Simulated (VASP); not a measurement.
Runs of VASP 6.6.1 on KCl. The structure is that of space group Pm-3m (No. 221), or close to it. The cells are those of the table. 

```tsv
cell	k mesh	smearing	gap on the mesh (eV)	pressure (GPa)
a = 3.834 Å, 2 atoms	6 × 6 × 6, shifted	gaussian 0.02 eV	5.43	0.0
a = 3.834 Å, 2 atoms	6 × 6 × 6	gaussian 0.02 eV	4.81	0.0
a = 3.868 Å, 2 atoms	4 × 4 × 4	gaussian 0.05 eV	(a)	-0.4
a = 3.893 Å, 2 atoms	6 × 6 × 6	gaussian 0.02 eV	4.63	-0.8
a = 3.893 Å, 2 atoms	6 × 6 × 6	tetrahedron	4.63	-0.8
```

Alike in all rows: task single point; level PBE; potentials or basis VASP PAW PBE potentials, release 64 (K_sv, Cl); no spin polarisation; cutoff (eV) 500.

Task: Fill in the values left out.

Result: (a) 4.70.

A k mesh can miss the band edges.
